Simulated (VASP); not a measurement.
Write the native input for VASP 6.6.1 that does the following.

- Task: single point
- Functional: PBE
- Potentials or basis: VASP PAW PBE potentials, release 64 (N, Ti_sv, Cl)
- Cutoff: 520 eV
- k mesh: 9 × 9 × 1
- Occupations: gaussian, width 0.1 eV
- Spin: no spin polarisation
- Dipole correction: yes
- Further INCAR settings: ALGO = Normal; EDIFF = 1e-06; NBANDS = 38

The structure of Ti3N3Cl lies in POSCAR:

```
Ti3N3Cl
1.0
    3.0028555067      0.0000000000      0.0000000000
   -1.5014277534      2.6005491527      0.0000000000
    0.0000000000      0.0000000000     21.5541471985
N Ti Cl
3 3 1
Direct
    0.3333333333      0.6666666666      0.1855791353
    0.0000000000      0.0000000000      0.2993308524
    0.6666666667      0.3333333334      0.4147299355
    0.6666666667      0.3333333334      0.2424549939
    0.3333333333      0.6666666666      0.3575097829
    0.0000000000      0.0000000000      0.4664599859
    0.0000000000      0.5000000000      0.5535143317
```

One way to write it, as run:

INCAR

```
SYSTEM = Ti3N3Cl
PREC = Accurate
ENCUT = 520
EDIFF = 1E-6
ISMEAR = 0
SIGMA = 0.1
LREAL = .False.
LASPH = .True.
NELM = 80
ALGO = Normal
ISIF = 2
LWAVE = .False.
LCHARG = .True.
LDIPOL = .True.
IDIPOL = 3
DIPOL = 0.5 0.5 0.360
GGA = PE
LELF = .True.
LVHAR = .True.
LVACPOTAV = .True.
NBANDS = 38
```

KPOINTS

```
Automatic mesh
0
Gamma
  9 9 1
  0 0 0
```

Potentials or basis: VASP PAW PBE potentials, release 64 (N, Ti_sv, Cl).

Run with:

```bash
$ cat potpaw_PBE.64/N/POTCAR potpaw_PBE.64/Ti_sv/POTCAR potpaw_PBE.64/Cl/POTCAR > POTCAR
$ mpirun -np 1 vasp_std > vasp.out
```

It gave:

```json
{"Largest force": "5.499 eV/Å", "Band gap on the k mesh": "zero (band 29 reaches 0.75 eV, above the bottom of band 30 at 0.57 eV)"}
```

Run time: 13 min on 1 thread of Oxide Virtual Turin-like Processor, on a shared host, peak memory 0.33 GiB.
